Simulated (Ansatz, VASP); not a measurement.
**V2O3: VASP beside Ansatz**

File INCAR:

```
SYSTEM = V2O3
PREC = Accurate ; ENCUT = 600
EDIFF = 1E-6 ; ISMEAR = -1
SIGMA = 5E-4 ; LREAL = .FALSE.
LASPH = .TRUE. ; NELM = 200
ALGO = Normal ; ISIF = 2
LWAVE = .FALSE. ; LCHARG = .FALSE.
ISPIN = 2 ; MAGMOM = 2 -2 -2 2 0 0 0 0 0 0
LORBIT = 11 ; LMAXMIX = 4
LDAU = .TRUE. ; LDAUTYPE = 2
LDAUL = 2 -1 ; LDAUU = 6.5 0
LDAUJ = 0 0 ; LDAUPRINT = 1
GGA = PE ; NBANDS = 59
GGA_COMPAT = .FALSE.
```

KPOINTS

```
Automatic mesh
0
G
  4 4 4
  0 0 0
```

File POSCAR:

```
V2O3
1.0
    2.4760004800      1.4295195400      4.6673300000
   -2.4760004800      1.4295195400      4.6673300000
    0.0000000000     -2.8590390800      4.6673300000
V O
4 6
Direct
    0.8463000000      0.8463000000      0.8463000000
    0.6537000000      0.6537000000      0.6537000000
    0.1537000000      0.1537000000      0.1537000000
    0.3463000000      0.3463000000      0.3463000000
    0.0650000000      0.4350000000      0.7500000000
    0.7500000000      0.0650000000      0.4350000000
    0.4350000000      0.7500000000      0.0650000000
    0.9350000000      0.5650000000      0.2500000000
    0.2500000000      0.9350000000      0.5650000000
    0.5650000000      0.2500000000      0.9350000000
```

Input for Ansatz:

```yaml
crystal:
  lattice:
    - [2.47600048, 1.42951954, 4.66733]
    - [-2.47600048, 1.42951954, 4.66733]
    - [0.0, -2.85903908, 4.66733]
  atoms:
    - { symbol: V, position: [0.8463, 0.8463, 0.8463], spin: 2.0 }
    - { symbol: V, position: [0.6537, 0.6537, 0.6537], spin: -2.0 }
    - { symbol: V, position: [0.1537, 0.1537, 0.1537], spin: -2.0 }
    - { symbol: V, position: [0.3463, 0.3463, 0.3463], spin: 2.0 }
    - { symbol: O, position: [0.065, 0.435, 0.75] }
    - { symbol: O, position: [0.75, 0.065, 0.435] }
    - { symbol: O, position: [0.435, 0.75, 0.065] }
    - { symbol: O, position: [0.935, 0.565, 0.25] }
    - { symbol: O, position: [0.25, 0.935, 0.565] }
    - { symbol: O, position: [0.565, 0.25, 0.935] }
magnetization:
  spin_polarized: true
hamiltonian:
  xc: pbe
  pseudopotentials: { kind: paw }
  hubbard: { sites: [{ species: V, l: d, u_eff: 6.5 }] }
basis:
  ecutwfc: 420
kpoints:
  mp_grid: { grid: [4, 4, 4] }
scf:
  occupations: { method: fermi_dirac, width: 0.0005 }
  lower_state_search: "off"
  algorithm: density_mixing
  max_iter: 70
  mixing: {}
output:
  forces: true
  stress: true
```

Alike in both runs: task single point; functional PBE; k mesh 4 × 4 × 4; occupations fermi-dirac, width 0.0005 eV; collinear spin; Hubbard terms V d U = 6.5 eV.

|  | VASP | Ansatz |
| --- | --- | --- |
| version | VASP 6.6.1 | Ansatz 0.2.0 |
| potentials or method | VASP PAW PBE potentials, release 64 (V_sv, O), cutoff 600 eV | PAW, plane waves, scalar-relativistic |
| valence electrons in the cell | 88 | 88 |

Ansatz gave:

- rms of the force components (eV/Å): 0.485
- net moment per atom (μB): 0.00
- size of the moment on the site where the two differ most (μB): 1.53

Problem. Estimate VASP's values.

Solution. rms of the force components (eV/Å): 0.435; net moment per atom (μB): 0.00; size of the moment on the site where the two differ most (μB): 1.90.

Site moments also hang on the region over which each program counts them. The programs project onto different local orbitals, so the same U acts differently, and such runs can settle in different states. Atom by atom the forces differ by 0.050 eV/Å (rms over components).
